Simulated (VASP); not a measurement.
**SnO2: single point with r2SCAN**

Crystal: SnO2.

```
Sn O
1.0
     4.75857    0.00000    0.00000
     0.00000    4.75857    0.00000
     0.00000    0.00000    3.20006
Sn O
2 4
Cartesian
  0.0000 0.0000 0.0000
  2.3793 2.3793 1.6000
  1.4557 1.4557 0.0000
  3.3029 3.3029 0.0000
  0.9236 3.8349 1.6000
  3.8349 0.9236 1.6000
```

```
Program             : VASP 6.6.1
Task                : single point
Functional          : r2SCAN
Potentials or basis : VASP PAW PBE potentials, release 64 (Sn_d, O)
Cutoff              : 660 eV
k mesh              : 6 × 6 × 8
Occupations         : gaussian, width 0.02 eV
Spin                : no spin polarisation
```

* Pressure: 1.0 GPa
* Largest force: 0.030 eV/Å
* Band gap on the k mesh: 1.81 eV

Forces in eV/Å, atoms in the order of the input:
```
Sn   0.000  0.000  0.000
Sn   0.000  0.000  0.000
O   -0.021 -0.021  0.000
O    0.021  0.021  0.000
O    0.021 -0.021  0.000
O   -0.021  0.021  0.000
```

Stress tensor (GPa, compression positive):
```
0.86 0.00 0.00
0.00 0.86 0.00
0.00 0.00 1.41
```

Levels at points of the mesh, in eV from the valence-band top:
| k point | band 24 | band 25 | band 26 | band 27 | band 28 | band 29 |
| --- | --- | --- | --- | --- | --- | --- |
| (0.00, 0.00, 0.00) | -0.78 | -0.78 | 0.00 | 1.81 | 6.82 | 7.06 |
| (0.50, 0.00, 0.00) | -1.17 | -0.62 | -0.62 | 5.01 | 5.01 | 7.81 |
| (0.50, 0.50, 0.00) | -1.30 | -0.92 | -0.92 | 5.46 | 5.46 | 8.23 |
| (0.00, 0.00, 0.50) | -1.67 | -1.27 | -1.27 | 6.88 | 6.88 | 10.54 |
| (0.50, 0.00, 0.50) | -1.11 | -0.69 | -0.69 | 7.16 | 7.16 | 8.86 |
| (0.50, 0.50, 0.50) | -0.96 | -0.85 | -0.85 | 5.53 | 5.53 | 9.66 |

Wall time 15 min on 1 thread of Oxide Virtual Turin-like Processor, with other jobs on the host, peak memory 0.28 GiB.

Caveat: the PAW data sets were made with another functional, which shifts forces and pressure a little; spin-orbit coupling is left out, which moves the levels of the heavy elements.
